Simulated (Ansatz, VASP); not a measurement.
# LaMg2Pb2: VASP beside Ansatz

Contents of INCAR:

```
  PREC = Accurate
  ENCUT = 520
  EDIFF = 1E-6
  ISMEAR = -1
  SIGMA = 0.015
  LREAL = False
  LASPH = True
  NELM = 80
  ALGO = Normal
  ISIF = 2
  LWAVE = False
  LCHARG = False
  GGA = PE
  NBANDS = 30
```

Contents of KPOINTS:

```
Automatic mesh
0
Gamma
  8 8 5
```

File POSCAR:

```
LaMg2Pb2
1.0
    4.7513240000      0.0000000000      0.0000000000
   -2.3756620000      4.1147690000      0.0000000000
    0.0000000000      0.0000000000      7.6961060000
La Mg Pb
1 2 2
Direct
    0.0000000000      0.0000000000      0.0000000000
    0.3333000000      0.6667000000      0.6301000000
    0.6667000000      0.3333000000      0.3699000000
    0.3333000000      0.6667000000      0.2413000000
    0.6667000000      0.3333000000      0.7587000000
```

Input for Ansatz:

```yaml
crystal:
  lattice:
    - [4.751324, 0.0, 0.0]
    - [-2.375662, 4.114769, 0.0]
    - [0.0, 0.0, 7.696106]
  atoms:
    - { symbol: La, position: [0.0, 0.0, 0.0] }
    - { symbol: Mg, position: [0.3333, 0.6667, 0.6301] }
    - { symbol: Mg, position: [0.6667, 0.3333, 0.3699] }
    - { symbol: Pb, position: [0.3333, 0.6667, 0.2413] }
    - { symbol: Pb, position: [0.6667, 0.3333, 0.7587] }
  symmetry: { tolerance: 0.0003 }
kpoints:
  mp_grid: { grid: [8, 8, 5], shift: [0, 0, 0] }
  band_path:
    path:
      - [0.0, 0.0, 0.0]
      - [0.5, 1.0e-07, 0.0]
      - [0.33333333, 0.33333344, 0.0]
      - [0.0, 0.0, 0.0]
      - [0.0, 0.0, 0.5]
      - [0.5, 1.0e-07, 0.5]
      - [0.33333333, 0.33333344, 0.5]
      - [0.0, 0.0, 0.5]
      - [0.5, 1.0e-07, 0.5]
      - [0.5, 1.0e-07, 0.0]
      - [0.33333333, 0.33333344, 0.5]
    npoints: 6
magnetization:
  spin_polarized: false
scf:
  occupations: { method: fermi_dirac, width: 0.015 }
  lower_state_search: "off"
  max_iter: 200
hamiltonian:
  pseudopotentials: { kind: paw }
  xc: pbe
basis:
  ecutwfc: 420
  fft_grid_basis: typed
output:
  forces: true
  stress: true
  eigenvalues: true
  bader: true
  populations: true
  elf: true
  write_potential: true
  volumetric_format: npy
  dos:
    e_range: [-12, 8]
    de: 0.05
    projected: { site_lists: { La: [La], Mg: [Mg], Pb: [Pb] } }
checkpoint:
  read: saved_state
```

Alike in both runs: task single point; functional PBE; k mesh 8 × 8 × 5; occupations fermi-dirac, width 0.015 eV; no spin polarisation.

|  | VASP | Ansatz |
| --- | --- | --- |
| version | VASP 6.6.1 | Ansatz 0.2.0 |
| potentials or method | VASP PAW PBE potentials, release 64 (La, Mg, Pb_d), cutoff 520 eV | PAW plane waves |
| valence electrons in the cell | 43 | 59 |

Ansatz gave:

- pressure (GPa): 1.4
- traceless stress, the component that is largest in VASP (GPa): -0.44
- rms of the force components (eV/Å): 0.049

Task: Which values does VASP return?

Result: Pressure (GPa): 1.3; traceless stress, the component that is largest in VASP (GPa): -0.43; rms of the force components (eV/Å): 0.047.

Atom by atom the forces differ by 0.002 eV/Å (rms over components). VASP's potentials hold 43 valence electrons a cell and Ansatz's 59, so a difference there can come from the potentials and not from the codes. Ansatz's warnings: structure snapped to symmetry.

Spin-orbit coupling is off throughout.
